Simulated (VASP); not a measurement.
Set up this calculation in VASP 6.6.1, as the native input.

```yaml
Task: single point
Functional: PBE
Potentials_or_basis: VASP PAW PBE potentials, release 64 (Co)
Cutoff: 520 eV
k_mesh: 16 × 16 × 16
Occupations: fermi-dirac, width 0.08 eV
Spin: collinear spin, ferromagnetic start
Starting_moments: "[2.0] μB"
Dipole_correction: no
Further_INCAR_settings: ALGO = Normal; EDIFF = 1e-06; NBANDS = 14
```

The structure of Co lies in POSCAR:

```
Co
1.0
   -1.4057930516      1.4057930516      1.4057930516
    1.4057930516     -1.4057930516      1.4057930516
    1.4057930516      1.4057930516     -1.4057930516
Co
1
Direct
    0.0000000000      0.0000000000      0.0000000000
```

This isn't the form of Co at room conditions, which is hcp.

One way to write it, as run:

INCAR

```
  PREC = Accurate
  ENCUT = 520
  EDIFF = 1E-6
  ISMEAR = -1
  SIGMA = 0.08
  LREAL = False
  LASPH = True
  NELM = 150
  ALGO = Normal
  ISIF = 2
  LWAVE = False
  LCHARG = True
  ISPIN = 2
  MAGMOM = 2
  LORBIT = 11
  LMAXMIX = 4
  GGA = PE
  LELF = True
  LVHAR = True
  NBANDS = 14
```

KPOINTS

```
regular mesh
0
Gamma
  16 16 16
```

Potentials or basis: VASP PAW PBE potentials, release 64 (Co).

Command:

```console
$ cat potpaw_PBE.64/Co/POTCAR > POTCAR
$ mpirun -np 1 vasp_std > vasp.out
```

Results of the run:

```yaml
Pressure: -0.8 GPa
Net_moment: 1.74 μB per cell
Site_moments: Co +1.77 μB
Valence_electrons_inside_the_program's_atomic_spheres: Co 8.22
```

Wall time 18 s on 1 thread of Intel(R) Xeon(R) 6975P-C (Granite Rapids), on a shared host, peak memory 0.15 GiB.
